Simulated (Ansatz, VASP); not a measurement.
**Two plane-wave programs on MoS2**

Contents of INCAR:

```
PREC     = Accurate       # precision mode
ENCUT    = 600            # plane-wave cutoff, eV
EDIFF    = 1E-6           # SCF threshold, eV
ISMEAR   = 0              # smearing method
SIGMA    = 0.02           # smearing width, eV
LREAL    = F              # projectors in reciprocal space
LASPH    = T              # aspherical terms in the spheres
NELM     = 60             # most SCF steps
ALGO     = Normal         # electronic algorithm
ISIF     = 3              # what is computed and relaxed
LWAVE    = F              # write WAVECAR
LCHARG   = F              # write CHGCAR
GGA      = PE             # functional
IBRION   = 2              # ionic algorithm
NSW      = 100            # ionic steps
EDIFFG   = -0.005         # ionic threshold
```

File KPOINTS:

```
regular mesh
0
Gamma
  12 12 2
```

POSCAR

```
MoS2
1.0
    3.1850687705      0.0000000029      0.0000000000
   -1.5925343877      2.7583504666      0.0000000000
    0.0000000000      0.0000000000     14.8079969996
Mo S
2 4
Direct
    0.6666666667      0.3333333333      0.2500000000
    0.3333333333      0.6666666667      0.7500000000
    0.6666666667      0.3333333333      0.6444803676
    0.3333333333      0.6666666667      0.3555196324
    0.6666666667      0.3333333333      0.8555196324
    0.3333333333      0.6666666667      0.1444803676
```

Input for Ansatz:

```yaml
crystal:
  lattice:
    - [3.1850687705, 2.9e-09, 0.0]
    - [-1.5925343877, 2.7583504666, 0.0]
    - [0.0, 0.0, 14.8079969996]
  atoms:
    - { symbol: Mo, position: [0.6666666667, 0.3333333333, 0.25] }
    - { symbol: Mo, position: [0.3333333333, 0.6666666667, 0.75] }
    - { symbol: S, position: [0.6666666667, 0.3333333333, 0.6444803676] }
    - { symbol: S, position: [0.3333333333, 0.6666666667, 0.3555196324] }
    - { symbol: S, position: [0.6666666667, 0.3333333333, 0.8555196324] }
    - { symbol: S, position: [0.3333333333, 0.6666666667, 0.1444803676] }
basis:
  ecutwfc: 420
kpoints:
  mp_grid: { grid: [12, 12, 2] }
hamiltonian:
  xc: pbe
scf:
  occupations: { method: gaussian, width: 0.02 }
output:
  forces: true
  stress: true
  eigenvalues: true
relax:
  adjacent_minimum: "off"
  f_tol: 0.005
  max_steps: 80
  cell: { stress_tol: 0.05 }
```

Alike in both runs: task relaxation of cell and atoms; functional PBE; k mesh 12 × 12 × 2; occupations gaussian, width 0.02 eV; no spin polarisation.

|  | VASP | Ansatz |
| --- | --- | --- |
| version | VASP 6.6.1 | Ansatz 0.2.0 |
| potentials or method | VASP PAW PBE potentials, release 64 (Mo_sv, S), cutoff 600 eV | scalar-relativistic, plane waves, PAW |
| valence electrons in the cell | 52 | 52 |

```tsv
	VASP	Ansatz	Ansatz less VASP
gap on the k mesh at the Fermi level, each at its own relaxed structure (eV)	1.46	1.45	-0.012
relaxed volume (Å³/atom)	21.67	21.68	+0.015
relaxed cell length with the largest relative difference (Å)	14.804	14.808	+0.0043
```
